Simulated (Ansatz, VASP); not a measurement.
## One calculation of Ge2Sb2Se, two programs

```xyz
5
Lattice="10.9610 0.0000 0.0000 0.0000 2.1471 3.5486 0.0000 -2.1471 3.5486" Properties=species:S:1:pos:R:3 pbc="T T T"
Ge    8.8482    0.0000    0.0224
Ge    2.1128    0.0000    0.0224
Sb    3.3341    0.0000    4.6638
Sb    7.6270    0.0000    4.6638
Se    0.0000    0.0000    5.9815
```

Alike in both runs: functional PBE; k mesh 1 × 4 × 4; occupations gaussian, width 0.15 eV; no spin polarisation.

Ansatz relaxed the structure, and its values are those at the end. VASP's run is a single point on that final structure, the one shown.

```csv
,VASP,Ansatz
version,VASP 6.6.1,Ansatz 0.2.0
potentials or method,"VASP PAW PBE potentials, release 64 (Ge_d, Sb, Se), cutoff 520 eV","scalar-relativistic, plane waves, PAW"
valence electrons in the cell,44,74
```

```csv
,VASP,Ansatz,Ansatz less VASP
gap on the k mesh at the Fermi level (eV),none,none,-
pressure (GPa),0.2,0.2,-0.06
rms of the force components (eV/Å),0.034,0.031,-0.0024
```

A gap of «none» marks a metal or a gap that the smearing closes. VASP's potentials hold 44 valence electrons a cell and Ansatz's 74, so a difference there can come from the potentials and not from the codes.

The k mesh is coarse, so the values compare programs but aren't converged. Spin-orbit coupling is off throughout.
